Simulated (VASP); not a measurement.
**Sr3BiN: single point with LDA**

Sr3BiN:

```
Sr Bi N
1.0
     5.23494    0.00000    0.00000
     0.00000    5.23494    0.00000
     0.00000    0.00000    5.23494
Sr Bi N
3 1 1
Cartesian
  2.6175 2.6175 0.0000
  0.0000 2.6175 2.6175
  2.6175 0.0000 2.6175
  0.0000 0.0000 0.0000
  2.6175 2.6175 2.6175
```

```
Program             : VASP 6.6.1
Task                : single point
Functional          : LDA
Potentials or basis : VASP PAW LDA potentials, release 64 (Sr_sv, Bi_d, N)
Cutoff              : 520 eV
k mesh              : 7 × 7 × 7
Occupations         : methfessel-paxton, width 0.1 eV
Spin                : no spin polarisation
```

```yaml
Pressure: -3.1 GPa
Band_gap_on_the_k_mesh: 0.22 eV
```

Levels at points of the mesh, in eV from the valence-band top:
```
           k point  band 22  band 23  band 24  band 25  band 26  band 27  band 28  band 29
(0.00, 0.00, 0.00)    -0.92     0.00     0.00     0.00     0.22     0.22     0.29     1.28
```

Wall time 40 s on 1 thread of Intel(R) Xeon(R) 6975P-C (Granite Rapids), with other jobs on the host, peak memory 0.25 GiB.

Caveat: the cell stands under tension; spin-orbit coupling is left out, which moves the levels of the heavy elements; an odd mesh through Γ misses points on the zone boundary, where band edges can lie.
